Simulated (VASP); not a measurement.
# TiC: single point with r2SCAN

TiC:

```
Ti C
1.0
     0.00000    2.09908    2.16400
     2.09908    0.00000    2.16400
     2.09908    2.09908    0.00000
Ti C
1 1
Direct
  0.00000 0.00000 0.00000
  0.50000 0.50000 0.50000
```

This cell differs from its parent crystal: strain -0.030 along x and y, +0.000 along z.

```json
{
 "Program": "VASP 6.6.1",
 "Task": "single point",
 "Functional": "r2SCAN",
 "Potentials or basis": "VASP PAW PBE potentials, release 64 (Ti_sv, C)",
 "Cutoff": "520 eV",
 "k mesh": "18 × 18 × 18",
 "Occupations": "gaussian, width 0.15 eV",
 "Spin": "no spin polarisation",
 "Dipole correction": "no",
 "Further INCAR settings": "ALGO = Normal; EDIFF = 1e-06; NBANDS = 15"
}
```

```json
{
 "Pressure": "19.6 GPa",
 "Band gap on the k mesh": "zero (band 8 reaches 11.24 eV, above the bottom of band 9 at 9.68 eV)"
}
```

Stress tensor (GPa, compression positive):
```
24.70  0.00  0.00
 0.00 24.70  0.00
 0.00  0.00  9.27
```

Levels at points of the mesh, in eV from the Fermi level:
```tsv
k point	band 5	band 6	band 7	band 8	band 9	band 10	band 11	band 12
(0.00, 0.00, 0.00)	-13.51	0.70	0.98	0.98	1.64	1.71	1.79	1.79
(0.50, 0.00, 0.00)	-9.68	-6.40	-3.39	-3.34	3.34	3.47	4.78	8.92
(0.50, 0.50, 0.00)	-11.26	-3.97	-1.70	0.08	0.08	2.96	4.08	4.08
(0.50, 0.00, 0.50)	-11.20	-3.61	-1.74	-0.20	-0.15	2.97	3.99	4.21
```

It took 2.6 min on 1 thread of Intel(R) Xeon(R) 6975P-C (Granite Rapids) (shared host), peak memory 0.26 GiB.

Caveat: the cell differs from its parent crystal (strain -0.030 along x and y, +0.000 along z); the PAW data sets were made with another functional, which shifts forces and pressure a little.
